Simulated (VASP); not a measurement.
Input of a VASP 6.6.1 run:

Contents of INCAR:

```
SYSTEM = CsAg2
PREC     = Accurate       ! precision mode
ENCUT    = 520            ! plane-wave cutoff, eV
EDIFF    = 1E-6           ! SCF threshold, eV
ISMEAR   = 0              ! smearing method
SIGMA    = 0.1            ! smearing width, eV
LREAL    = .FALSE.        ! projectors in reciprocal space
LASPH    = .TRUE.         ! aspherical terms in the spheres
NELM     = 80             ! most SCF steps
ALGO     = Normal         ! electronic algorithm
ISIF     = 2              ! what is computed and relaxed
LWAVE    = .FALSE.        ! write WAVECAR
LCHARG   = .FALSE.        ! write CHGCAR
GGA      = PE             ! functional
NBANDS   = 40             ! bands
```

Contents of KPOINTS:

```
Automatic mesh
0
G
  4 4 4
  0 0 0
```

File POSCAR:

```
CsAg2
1.0
    0.0000000000      4.4586502999      4.4586502999
    4.4586502999      0.0000000000      4.4586502999
    4.4586502999      4.4586502999      0.0000000000
Cs Ag
2 4
Direct
    0.7500000000      0.7500000000      0.7500000000
    0.0000000000      0.0000000000      0.0000000000
    0.3746856363      0.3746856363      0.3746856363
    0.3746856363      0.3746856363      0.8759430910
    0.3746856363      0.8759430910      0.3746856363
    0.8759430910      0.3746856363      0.3746856363
```

Potentials or basis: VASP PAW PBE potentials, release 64 (Cs_sv, Ag).

Command:

```sh
$ cat potpaw_PBE.64/Cs_sv/POTCAR potpaw_PBE.64/Ag/POTCAR > POTCAR
$ mpirun -np 1 vasp_std > vasp.out
```

(1) Estimate the largest force.

(2) Estimate the band gap on the k mesh.

(3) Predict the pressure.

Answers

(1) 0.008 eV/Å.

(2) zero (bands 31 and 32 overlap by 0.96 eV).

(3) 0.0 GPa.

Caveat: spin-orbit coupling is left out, which moves the levels of the heavy elements.
